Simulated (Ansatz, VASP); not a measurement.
**Se in VASP and in Ansatz**

INCAR

```
SYSTEM = Se
PREC = Accurate
ENCUT = 520
EDIFF = 1E-6
ISMEAR = -1
SIGMA = 0.1
LREAL = .FALSE.
LASPH = .TRUE.
NELM = 60
ALGO = Normal
ISIF = 2
LWAVE = .FALSE.
LCHARG = .TRUE.
GGA = RE
LELF = .TRUE.
LVHAR = .TRUE.
NBANDS = 16
```

Contents of KPOINTS:

```
regular mesh
0
G
  9 9 10
  0 0 0
```

Contents of POSCAR:

```
Se
1.0
    4.8288822720      0.0000000000      0.0000000000
   -2.4144411360      4.1819347194      0.0000000000
    0.0000000000      0.0000000000      3.5072911175
Se
3
Direct
    0.0000000000      0.0000000000      0.0000000000
    0.3333333333      0.6666666667      0.5000000000
    0.6666666667      0.3333333333      0.5000000000
```

Input for Ansatz:

```yaml
crystal:
  lattice:
    - [4.828882272, 0.0, 0.0]
    - [-2.414441136, 4.1819347194, 0.0]
    - [0.0, 0.0, 3.5072911175]
  atoms:
    - { symbol: Se, position: [0.0, 0.0, 0.0] }
    - { symbol: Se, position: [0.3333333333, 0.6666666667, 0.5] }
    - { symbol: Se, position: [0.6666666667, 0.3333333333, 0.5] }
hamiltonian:
  xc: revpbe
  pseudopotentials:
    kind: paw
    azcp:
      Se: "pseudopotentials/Se.paw.azcp"
basis:
  ecutwfc: 420
  fft_grid_basis: typed
kpoints:
  mp_grid: { grid: [9, 9, 10], shift: [0, 0, 0] }
magnetization:
  spin_polarized: false
scf:
  occupations: { method: fermi_dirac, width: 0.1 }
  lower_state_search: "off"
output:
  stress: true
```

Alike in both runs: task single point; functional revPBE; k mesh 9 × 9 × 10; occupations fermi-dirac, width 0.1 eV; no spin polarisation.

|  | VASP | Ansatz |
| --- | --- | --- |
| version | VASP 6.6.1 | Ansatz 0.2.0 |
| potentials or method | VASP PAW PBE potentials, release 64 (Se), cutoff 520 eV | plane waves (420 eV) with PAW, scalar-relativistic |
| valence electrons in the cell | 18 | 48 |

|  | VASP | Ansatz | Ansatz less VASP |
| --- | --- | --- | --- |
| pressure (GPa) | -3.9 | -3.9 | +0.02 |
| traceless stress, the component that is largest in VASP (GPa) | 1.66 | 1.65 | -0.017 |

VASP's potentials were made for PBE, not for revPBE. VASP's potentials hold 18 valence electrons a cell and Ansatz's 48, so a difference there can come from the potentials and not from the codes.
